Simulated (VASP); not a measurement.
A run of VASP 6.6.1:

File INCAR:

```
SYSTEM = InSb
ALGO = Normal
EDIFF = 1E-6
ENCUT = 500
GGA = PE
GGA_COMPAT = .False.
ISIF = 2
ISMEAR = -1
LASPH = .True.
LCHARG = .False.
LREAL = .False.
LWAVE = .False.
NBANDS = 16
NELM = 120
PREC = Accurate
SIGMA = 0.05
```

File KPOINTS:

```
k-points
0
Gamma
  12 12 12
  0 0 0
```

Contents of POSCAR:

```
InSb
1.0
    0.0000000000      3.2391000000      3.2391000000
    3.2391000000      0.0000000000      3.2391000000
    3.2391000000      3.2391000000      0.0000000000
In Sb
1 1
Direct
    0.0000000000      0.0000000000      0.0000000000
    0.7500000000      0.7500000000      0.7500000000
```

Potentials or basis: VASP PAW PBE potentials, release 64 (In_d, Sb).

Run with:

```sh
$ cat potpaw_PBE.64/In_d/POTCAR potpaw_PBE.64/Sb/POTCAR > POTCAR
$ mpirun -np 1 vasp_std > vasp.out
```

Hardware: 1 thread of Intel(R) Xeon(R) Platinum 8488C (Sapphire Rapids) (shared host).

Problem. Estimate the wall time of this run.

Solution. It took 47 s on 1 thread of Intel(R) Xeon(R) Platinum 8488C (Sapphire Rapids), on a shared host, peak memory 0.25 GiB. Counts: scf iterations 13, k points 72.
